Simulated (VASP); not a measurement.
Write the native input for VASP 6.6.1 that does the following.

```
Task                   : single point
Functional             : PBE
Potentials or basis    : VASP PAW PBE potentials, release 64 (Al, N)
Cutoff                 : 520 eV
k mesh                 : 8 × 8 × 8
Occupations            : gaussian, width 0.05 eV
Spin                   : no spin polarisation
Dipole correction      : no
Further INCAR settings : ALGO = Normal; EDIFF = 1e-06; NBANDS = 11
```

The structure of AlN lies in POSCAR:

```
AlN
1.0
    0.0000000000      2.2015871043      2.2015871043
    2.2015871043      0.0000000000      2.2015871043
    2.2015871043      2.2015871043      0.0000000000
Al N
1 1
Direct
    0.0225839943     -0.0128854577     -0.0153813140
    0.7274160057      0.7628854577      0.7653813140
```

This cell differs from its parent crystal: atoms moved at random.

These files were run (other wordings do the same):

INCAR

```
SYSTEM = AlN
PREC = Accurate
ENCUT = 520
EDIFF = 1E-6
ISMEAR = 0
SIGMA = 0.05
LREAL = .False.
LASPH = .True.
NELM = 60
ALGO = Normal
ISIF = 2
LWAVE = .False.
LCHARG = .False.
GGA = PE
NBANDS = 11
```

KPOINTS

```
Automatic mesh
0
Gamma
  8 8 8
  0 0 0
```

Potentials or basis: VASP PAW PBE potentials, release 64 (Al, N).

The run is started by

```sh
$ cat potpaw_PBE.64/Al/POTCAR potpaw_PBE.64/N/POTCAR > POTCAR
$ mpirun -np 1 vasp_std > vasp.out
```

Results of the run:

```
Pressure               : 2.0 GPa
Largest force          : 2.124 eV/Å
Band gap on the k mesh : 2.99 eV, indirect (least direct gap 3.64 eV)
```

Caveat: the cell differs from its parent crystal (atoms moved at random); forces of over 1 eV/Å act on the atoms, so gaps and moduli don't describe the material at rest.

It took 20 s on 1 thread of Intel(R) Xeon(R) Platinum 8375C CPU @ 2.90GHz (Ice Lake) (shared host), peak memory 0.17 GiB.
